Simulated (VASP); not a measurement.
# Te (P3_221) in VASP: notebook

Runs on Te. Level: PBE. Tasks: single point, relaxation of cell and atoms.

All numbers are computed with VASP 6.6.1; they aren't measurements. Logs are shortened: lines on timing, memory, paths and dates and some standing lists are left out, and cuts for length are marked.

**1. The cell of the first run**

Symmetry: P3_221, No. 154, trigonal system. The conventional cell has a = 4.523 Å, b = 4.523 Å, c = 5.951 Å, α = 90.00°, β = 90.00°, γ = 120.00°. Within 3.8 Å of Te (site symmetry 2) lie 6 Te at 2.89 to 3.51 Å.

**2. Single point, PBE**

File INCAR:

```
ALGO = Normal
EDIFF = 1E-7
ENCUT = 520
GGA = PE
ISIF = 2
ISMEAR = 0
LASPH = T
LCHARG = F
LREAL = F
LWAVE = F
NBANDS = 16
NELM = 80
PREC = Accurate
SIGMA = 0.02
```

File KPOINTS:

```
k-points
0
Gamma
  9 9 6
```

File POSCAR:

```
Te
1.0
    4.5229280370      0.0000000000      0.0000000000
   -2.2614640185      3.9169705795      0.0000000000
    0.0000000000      0.0000000000      5.9510919624
Te
3
Direct
    0.0000000000      0.2681354863      0.3333333333
    0.2681354863      0.0000000000      0.6666666667
    0.7318645137      0.7318645137      0.0000000000
```

Potentials or basis: VASP PAW PBE potentials, release 64 (Te).

The run is started by

```console
cat potpaw_PBE.64/Te/POTCAR > POTCAR
mpirun -np 1 vasp_std > vasp.out
```

OUTCAR:

```text
EDIFF = 1E-7
   ENCUT = 520
   GGA = PE
   ISIF = 2
   ISMEAR = 0
   LASPH = T
   LREAL = F
   NELM = 80
   PREC = Accurate

 ion  position               nearest neighbor table
   1  0.000  0.268  0.333-   3 2.89   2 2.89   3 3.51   3 3.51   2 3.51   2 3.51
   2  0.268  0.000  0.667-   3 2.89   1 2.89   3 3.51   3 3.51   1 3.51   1 3.51
   3  0.732  0.732  0.000-   1 2.89   2 2.89   2 3.51   1 3.51   1 3.51   2 3.51

  LATTYP: Found a hexagonal cell.
 ALAT       =     4.5229280370
 C/A-ratio  =     1.3157609216

  Lattice vectors:

 A1 = (   4.5229280370,   0.0000000000,   0.0000000000)
 A2 = (  -2.2614640185,   3.9169705795,   0.0000000000)
 A3 = (   0.0000000000,   0.0000000000,   5.9510919624)

Analysis of symmetry for initial positions (statically):
=====================================================================
 Subroutine PRICEL returns:
 Original cell was already a primitive cell.

 Routine SETGRP: Setting up the symmetry group for a
 hexagonal supercell.

 Subroutine GETGRP returns: Found  6 space group operations
 (whereof  2 operations were pure point group operations)
 out of a pool of 24 trial point group operations.

The static configuration has the point symmetry C_2 .
 The point group associated with its full space group is D_3 .

Analysis of symmetry for dynamics (positions and initial velocities):
=====================================================================
 Subroutine PRICEL returns:
 Original cell was already a primitive cell.

 Routine SETGRP: Setting up the symmetry group for a
 hexagonal supercell.

 Subroutine GETGRP returns: Found  6 space group operations
 (whereof  2 operations were pure point group operations)
 out of a pool of 24 trial point group operations.

The dynamic configuration has the point symmetry C_2 .
 The point group associated with its full space group is D_3 .

 Subroutine INISYM returns: Found  6 space group operations
 (whereof  2 operations are pure point group operations),
 and found     1 'primitive' translations

----------------------------------------------------------------------------------------

                                     Primitive cell

  volume of cell :     105.4306

  direct lattice vectors                    reciprocal lattice vectors
     4.522928037  0.000000000  0.000000000     0.221095713  0.127649670  0.000000000
    -2.261464018  3.916970580  0.000000000     0.000000000  0.255299339  0.000000000
     0.000000000  0.000000000  5.951091962     0.000000000  0.000000000  0.168036388

  length of vectors
     4.522928037  4.522928037  5.951091962     0.255299339  0.255299339  0.168036388

  position of ions in fractional coordinates (direct lattice)
     1.000000000  0.268135486  0.333333333
     0.268135486  0.000000000  0.666666667
     0.731864514  0.731864514  0.000000000

  ion indices of the primitive-cell ions
   primitive index   ion index
                 1           1
                 2           2
                 3           3

----------------------------------------------------------------------------------------

 KPOINTS: k-points

Automatic generation of k-mesh.
 Grid dimensions read from file:
 generate k-points for:    9    9    6

 Generating k-lattice:

  Cartesian coordinates                     Fractional coordinates (reciprocal lattice)
     0.024566190  0.014183297  0.000000000     0.111111111 -0.000000000  0.000000000
     0.000000000  0.028366593  0.000000000     0.000000000  0.111111111  0.000000000
     0.000000000  0.000000000  0.028006065     0.000000000  0.000000000  0.166666667

  Length of vectors
     0.028366593  0.028366593  0.028006065

  Shift w.r.t. Gamma in fractional coordinates (k-lattice)
     0.000000000  0.000000000  0.000000000

 Subroutine IBZKPT returns following result:
 ===========================================

 Found     62 irreducible k-points:

 Following reciprocal coordinates:
            Coordinates               Weight
  0.000000  0.000000  0.000000      1.000000
  0.111111 -0.000000  0.000000      6.000000
  0.222222 -0.000000  0.000000      6.000000
  0.333333 -0.000000  0.000000      6.000000
  0.444444 -0.000000  0.000000      6.000000
  0.111111  0.111111  0.000000      6.000000
[... 16 lines left out ...]
  0.222222  0.111111  0.166667     12.000000
 -0.111111  0.333333  0.166667     12.000000
 [... further k-points ...]
   k-points           NKPTS =     62   k-points in BZ     NKDIM =     62   number of bands    NBANDS=     16
   number of dos      NEDOS =    301   number of ions     NIONS =      3
   total plane-waves  NPLWV =  62208
   dimension x,y,z NGX =    36 NGY =   36 NGZ =   48
   dimension x,y,z NGXF=    72 NGYF=   72 NGZF=   96
   ions per type =               3
   NGX,Y,Z   is equivalent  to a cutoff of  13.23, 13.23, 13.41 a.u.
   NGXF,Y,Z  is equivalent  to a cutoff of  26.46, 26.46, 26.82 a.u.
 SYSTEM =  unknown system
   PREC   = accura    normal or accurate (medium, high low for compatibility)
   ISTART =      0    job   : 0-new  1-cont  2-samecut
   ICHARG =      2    charge: 1-file 2-atom 10-const
   ISPIN  =      1    spin polarized calculation?
   LNONCOLLINEAR =      F non collinear calculations
   LSORBIT =      F    spin-orbit coupling
   LASPH  =      T    aspherical Exc in radial PAW
   ENCUT  =  520.0 eV  38.22 Ry    6.18 a.u.   8.41  8.41 11.07*2*pi/ulx,y,z
   NELM   =     80;   NELMIN=  2; NELMDL= -5     # of ELM steps
   EDIFF  = 0.1E-06   stopping-criterion for ELM
   LREAL  =      F    real-space projection
   EDIFFG = 0.1E-05   stopping-criterion for IOM
   NSW    =      0    number of steps for IOM
   IBRION =     -1    ionic relax: 0-MD 1-quasi-New 2-CG
   NFREE  =      0    steps in history (QN), initial steepest desc. (CG)
   ISIF   =      2    stress and relaxation
   ISYM   =      2    0-nonsym 1-usesym 2-fastsym
   POTIM  = 0.5000    time-step for ionic-motion
   TEBEG  =    0.0;   TEEND  =   0.0 temperature during run
   PSTRESS=    0.0 pullay stress
   NELECT =      18.0000    total number of electrons
   NUPDOWN=      -1.0000    fix difference up-down
   EMIN   =  10.00;   EMAX   =-10.00  energy-range for DOS
   EFERMI =   0.00;   METHOD = LEGACY
   ISMEAR =     0;   SIGMA  =   0.02  broadening in eV -4-tet -1-fermi 0-gaus
   EFERMI_NEDOS =   21; number of points for ismear=-14 and -15
   IALGO  =     38    algorithm
   IMIX   =      4    mixing-type and parameters
     AMIX     =   0.40;   BMIX     =  1.00
     AMIX_MAG =   1.60;   BMIX_MAG =  1.00
  volume/ion in A,a.u.               =      35.14       237.16
  Fermi-wavevector in a.u.,A,eV,Ry     =   0.908190  1.716231 11.222212  0.824809
  Thomas-Fermi vector in A             =   2.032087
   LORBIT       =      0    0 simple, 1 ext, 2 COOP (PROOUT), +10 PAW based schemes
   GGA     = PE    functional components
   LHFCALC =     F    Hartree Fock is set to
   AEXX    =    0.0000 exact exchange contribution
   IVDW    =     0    specifies the selected vdW correction
   LEPSILON=     F    determine dielectric tensor
   LRPA    =     F    only Hartree local field effects (RPA)
 non-spin polarized calculation
 Gauss-broadening in eV      SIGMA  =   0.02
  energy-cutoff  :      520.00
  volume of cell :      105.43
 maximum number of plane-waves:      2902
 NGX is ok and might be reduce to    36
   NGX = 17   NGY = 17   NGZ = 23

 number of electron      17.9999999 magnetization

 Free energy of the ion-electron system (eV)
  ---------------------------------------------------
  ext. energy  EPLUGINS =         0.00000000
  ---------------------------------------------------
  free energy    TOTEN  =        -9.43145060 eV

  energy without entropy =       -9.43145060  energy(sigma->0) =       -9.43145060

 E-fermi :   5.6011     XC(G=0):  -8.9148

 val. band max:        5.5050296522   @ k =   0.3333   0.3333   0.5000
 cond. band min:       5.7278892291   @ k =   0.3333   0.3333   0.5000
 fundamental gap:      0.2228595769
 Fermi energy:         5.6011216493

 k-point     1 :       0.0000    0.0000    0.0000
  band No.  band energies     occupation
      1      -7.8580      2.00000
      2      -4.6915      2.00000
      3      -4.6915      2.00000
      4       2.5317      2.00000
      5       2.7936      2.00000
      6       2.7936      2.00000
[... 8 lines left out ...]
     15      11.3987      0.00000
     16      11.8320      0.00000

 k-point     2 :       0.1111   -0.0000    0.0000
  band No.  band energies     occupation
      1      -7.7798      2.00000
      2      -4.7202      2.00000
      3      -4.6741      2.00000
      4       1.9547      2.00000
      5       2.4099      2.00000
      6       2.6496      2.00000
[... 8 lines left out ...]
     15      11.5968      0.00000
     16      11.8711      0.00000

 k-point     3 :       0.2222   -0.0000    0.0000
  band No.  band energies     occupation
      1      -7.5562      2.00000
      2      -4.8389      2.00000
      3      -4.6260      2.00000
      4       1.2359      2.00000
      5       1.8877      2.00000
      6       2.3195      2.00000
[... 8 lines left out ...]
     15      11.8362      0.00000
     16      12.4509      0.00000

 k-point     4 :       0.3333   -0.0000    0.0000
  band No.  band energies     occupation
      1      -7.2321      2.00000
      2      -5.0851      2.00000
      3      -4.5652      2.00000
      4       0.8968      2.00000
      5       1.4807      2.00000
      6       2.0450      2.00000
[... 8 lines left out ...]
     15      12.5516      0.00000
     16      13.3685      0.00000
[... 324 lines left out ...]
 k-point    22 :       0.1111    0.1111    0.1667
  band No.  band energies     occupation
      1      -7.5351      2.00000
      2      -5.4921      2.00000
      3      -3.9850      2.00000
      4       1.5420      2.00000
      5       1.8128      2.00000
      6       2.6766      2.00000
[... 8 lines left out ...]
     15      11.7654      0.00000
     16      11.9932      0.00000

 k-point    23 :       0.2222    0.1111    0.1667
  band No.  band energies     occupation
      1      -7.2603      2.00000
      2      -5.4728      2.00000
      3      -4.1584      2.00000
      4       0.9028      2.00000
      5       1.4318      2.00000
      6       2.3129      2.00000
[... 8 lines left out ...]
     15      12.6268      0.00000
     16      13.1385      0.00000

 k-point    24 :      -0.1111    0.3333    0.1667
  band No.  band energies     occupation
      1      -7.2681      2.00000
      2      -5.3990      2.00000
      3      -4.2736      2.00000
      4       1.1766      2.00000
      5       1.5771      2.00000
      6       2.5292      2.00000
[... 8 lines left out ...]
     15      12.1968      0.00000
     16      12.4887      0.00000

 [... further k-points ...]

------------------------ aborting loop because EDIFF is reached ----------------------------------------

  FORCE on cell =-STRESS in cart. coord.  units (eV):
  Direction    XX          YY          ZZ          XY          YZ          ZX
  --------------------------------------------------------------------------------------
  -------------------------------------------------------------------------------------
  Total       -0.0090851     -0.0090851      0.0092773      0.0000000      0.0000000      0.0000000
  in kB       -0.1380620     -0.1380620      0.1409829      0.0000000      0.0000000      0.0000000
  external PRESSURE =      -0.0450470 kB  Pullay stress =       0.0000000 kB

 VOLUME and BASIS-vectors are now :
 -----------------------------------------------------------------------------
  energy-cutoff  :      520.00
  volume of cell :      105.43
      direct lattice vectors                 reciprocal lattice vectors
     4.522928037  0.000000000  0.000000000     0.221095713  0.127649670  0.000000000
    -2.261464018  3.916970580  0.000000000     0.000000000  0.255299339  0.000000000
     0.000000000  0.000000000  5.951091962     0.000000000  0.000000000  0.168036388

 POSITION                                       TOTAL-FORCE (eV/Angst)
 -----------------------------------------------------------------------------------
     -0.60638      1.05028      1.98370        -0.003355      0.005811      0.000000
      1.21276      0.00000      3.96739         0.006710      0.000000     -0.000000
      1.65509      2.86669      0.00000        -0.003355     -0.005811      0.000000
 -----------------------------------------------------------------------------------
    total drift:                                0.000000     -0.000000      0.000000

  FREE ENERGIE OF THE ION-ELECTRON SYSTEM (eV)
  ---------------------------------------------------
  free  energy   TOTEN  =        -9.4314505951 eV

  energy  without entropy=       -9.4314505951  energy(sigma->0) =       -9.43145060
```

It took 4.3 min on 1 thread of Intel Xeon 8259CL, shared host; peak memory 0.25 GiB.

What came out:

* Free energy: -9.4315 eV
* Pressure: 0.0 GPa
* Largest force: 0.007 eV/Å
* Band gap on the k mesh: 0.22 eV

Forces on the atoms (eV/Å):
```
Te  -0.003  0.006  0.000
Te   0.007  0.000  0.000
Te  -0.003 -0.006  0.000
```

Levels at points of the mesh, in eV from the valence-band top:
```tsv
k point	band 7	band 8	band 9	band 10	band 11	band 12
(0.00, 0.00, 0.00)	-1.61	-1.61	-0.79	1.00	1.00	1.55
(0.00, 0.00, 0.50)	-1.26	-1.01	-1.01	0.48	0.48	0.51
```

Caveat: spin-orbit coupling is left out, which moves the levels of the heavy elements. A k mesh can miss the band edges.

**3. Relaxation of cell and atoms, PBE**

This run uses another cell than the first one, of 36.23 Å³/atom.

File INCAR:

```
SYSTEM = Te
PREC = Accurate
ENCUT = 600
EDIFF = 1E-7
ISMEAR = 0
SIGMA = 0.02
LREAL = .FALSE.
LASPH = .TRUE.
NELM = 60
ALGO = Normal
ISIF = 3
LWAVE = .FALSE.
LCHARG = .FALSE.
GGA = PE
IBRION = 2
NSW = 100
EDIFFG = -0.005
```

File KPOINTS:

```
Automatic mesh
0
G
  9 9 6
  0 0 0
```

File POSCAR:

```
Te
1.0
    4.6182077007      0.0000000000      0.0000000000
   -2.3091038503      3.9994851887      0.0000000000
    0.0000000000      0.0000000000      5.8851148648
Te
3
Direct
    0.0000000000      0.2557281400      0.3333333300
    0.2557281400      0.0000000000      0.6666666700
    0.7442718600      0.7442718600      0.0000000000
```

Potentials or basis: VASP PAW PBE potentials, release 64 (Te).

The run is started by

```console
cat potpaw_PBE.64/Te/POTCAR > POTCAR
mpirun -np 1 vasp_std > vasp.out
```

OUTCAR:

```text
SYSTEM = Te
   PREC = Accurate
   ENCUT = 600
   EDIFF = 1E-7
   ISMEAR = 0
   LREAL = .FALSE.
   LASPH = .TRUE.
   NELM = 60
   ISIF = 3
   GGA = PE
   IBRION = 2
   NSW = 100
   EDIFFG = -0.005

 ion  position               nearest neighbor table
   1  0.000  0.256  0.333-   3 2.83   2 2.83   3 3.61   3 3.61   2 3.61   2 3.61
   2  0.256  0.000  0.667-   3 2.83   1 2.83   3 3.61   3 3.61   1 3.61   1 3.61
   3  0.744  0.744  0.000-   1 2.83   2 2.83   1 3.61   2 3.61   2 3.61   1 3.61

  LATTYP: Found a hexagonal cell.
 ALAT       =     4.6182077007
 C/A-ratio  =     1.2743287540

  Lattice vectors:

 A1 = (   4.6182077007,   0.0000000000,   0.0000000000)
 A2 = (  -2.3091038503,   3.9994851887,   0.0000000000)
 A3 = (   0.0000000000,   0.0000000000,   5.8851148648)

[... 684 lines left out ...]
--------------------------------------- Ionic step        9  -------------------------------------------

 number of electron      17.9999999 magnetization

------------------------ aborting loop because EDIFF is reached ----------------------------------------
[... 69 lines left out ...]
--------------------------------------- Ionic step       11  -------------------------------------------

 number of electron      17.9999999 magnetization

 Free energy of the ion-electron system (eV)
  ---------------------------------------------------
  ext. energy  EPLUGINS =         0.00000000
  ---------------------------------------------------
  free energy    TOTEN  =        -9.43165246 eV

  energy without entropy =       -9.43165246  energy(sigma->0) =       -9.43165246

 E-fermi :   5.6398     XC(G=0):  -8.9293

 val. band max:        5.5419477407   @ k =   0.3333   0.3333   0.5000
 cond. band min:       5.7537692954   @ k =   0.3333   0.3333   0.5000
 fundamental gap:      0.2118215546
 Fermi energy:         5.6398492457

 k-point     1 :       0.0000    0.0000    0.0000
  band No.  band energies     occupation
      1      -7.8329      2.00000
      2      -4.6647      2.00000
      3      -4.6647      2.00000
      4       2.5728      2.00000
      5       2.8379      2.00000
      6       2.8379      2.00000
      7       3.9299      2.00000
      8       3.9299      2.00000
      9       4.7370      2.00000
     10       6.5398      0.00000
     11       6.5398      0.00000
     12       7.0965      0.00000
     13      10.5916      0.00000
[... 398 lines left out ...]
  FREE ENERGIE OF THE ION-ELECTRON SYSTEM (eV)
  ---------------------------------------------------
  free  energy   TOTEN  =        -9.4316524648 eV

  energy  without entropy=       -9.4316524648  energy(sigma->0) =       -9.43165246

 reached required accuracy - stopping structural energy minimisation
```

OSZICAR:

```text
N       E                     dE             d eps       ncg     rms          rms(c)
DAV:   1     0.837536693762E+02    0.83754E+02   -0.70433E+03  1612   0.123E+03
DAV:   2    -0.346364420914E+01   -0.87217E+02   -0.83626E+02  2138   0.160E+02
DAV:   3    -0.932556921125E+01   -0.58619E+01   -0.58132E+01  1972   0.478E+01
[... 107 lines left out ...]
DAV:   2    -0.943167664864E+01    0.55343E-04   -0.17770E-04  1702   0.860E-02    0.281E-02
DAV:   3    -0.943165331864E+01    0.23330E-04   -0.46898E-05  1837   0.378E-02    0.185E-02
DAV:   4    -0.943165266275E+01    0.65589E-06   -0.34071E-06  1787   0.112E-02    0.167E-02
DAV:   5    -0.943165246134E+01    0.20141E-06   -0.11631E-06  1697   0.694E-03    0.133E-03
DAV:   6    -0.943165246478E+01   -0.34420E-08   -0.73113E-08   811   0.197E-03
  11 F= -.94316525E+01 E0= -.94316525E+01  d E =-.141494E-03
```

Wall time 29 min (1 thread of Intel Xeon 8259CL, shared host); peak memory 0.3 GiB.

What came out:

* Free energy: -9.4317 eV
* Relaxed volume: 35.04 Å³/atom
* Relaxed cell: a = 4.515 Å, b = 4.515 Å, c = 5.955 Å, α = 90.00°, β = 90.00°, γ = 120.00°
* Space group after relaxing (to 0.1 Å): P3_221 (No. 154)
* Energy gained by relaxing: 5.9 meV/atom
* Ionic steps: 11
* Pressure after relaxing: 0.0 GPa
* Band gap on the k mesh: 0.21 eV

Step by step:
```csv
step,energy change (eV),largest force (eV/Å),pressure (GPa),volume (Å³)
1,0.0000,0.2274,0.56,108.70
2,-0.0045,0.0283,-0.59,110.71
3,-0.0055,0.0861,-0.25,110.09
4,-0.0078,0.0778,-0.22,109.53
5,-0.0134,0.0552,-0.11,107.86
6,-0.0170,0.0174,0.27,104.56
7,-0.0172,0.0243,0.19,105.18
8,-0.0157,0.0746,-0.48,105.82
9,-0.0176,0.0087,-0.03,105.38
10,-0.0178,0.0038,-0.01,105.23
11,-0.0178,0.0006,0.01,105.13
```

Final structure:
```
Te
1.0
     4.51506    0.00000    0.00000
    -2.25753    3.91016    0.00000
     0.00000    0.00000    5.95463
Te
3
Direct
  0.00000 0.26897 0.33333
  0.26897 0.00000 0.66667
  0.73103 0.73103 0.00000
```

Caveat: spin-orbit coupling is left out, which moves the levels of the heavy elements. A k mesh can miss the band edges.
